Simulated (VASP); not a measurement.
Here is a VASP 6.6.1 calculation.

Contents of INCAR:

```
SYSTEM = SiAs3
PREC = Accurate
ENCUT = 520
EDIFF = 1E-7
ISMEAR = 0
SIGMA = 0.1
LREAL = .FALSE.
LASPH = .TRUE.
NELM = 80
ALGO = Normal
ISIF = 2
LWAVE = .FALSE.
LCHARG = .FALSE.
GGA = PE
NBANDS = 18
```

The input KPOINTS:

```
Automatic mesh
0
G
  12 12 12
  0 0 0
```

POSCAR

```
SiAs3
1.0
   -2.6736785118      2.6736785118      2.6736785118
    2.6736785118     -2.6736785118      2.6736785118
    2.6736785118      2.6736785118     -2.6736785118
Si As
1 3
Direct
    0.0000000000      0.0000000000      0.0000000000
    0.0000000000      0.5000000000      0.5000000000
    0.5000000000      0.0000000000      0.5000000000
    0.5000000000      0.5000000000      0.0000000000
```

Potentials or basis: VASP PAW PBE potentials, release 64 (Si, As).

Command:

```bash
$ cat potpaw_PBE.64/Si/POTCAR potpaw_PBE.64/As/POTCAR > POTCAR
$ mpirun -np 1 vasp_std > vasp.out
```

(1) Estimate the pressure.

Results:

(1) 0.2 GPa.
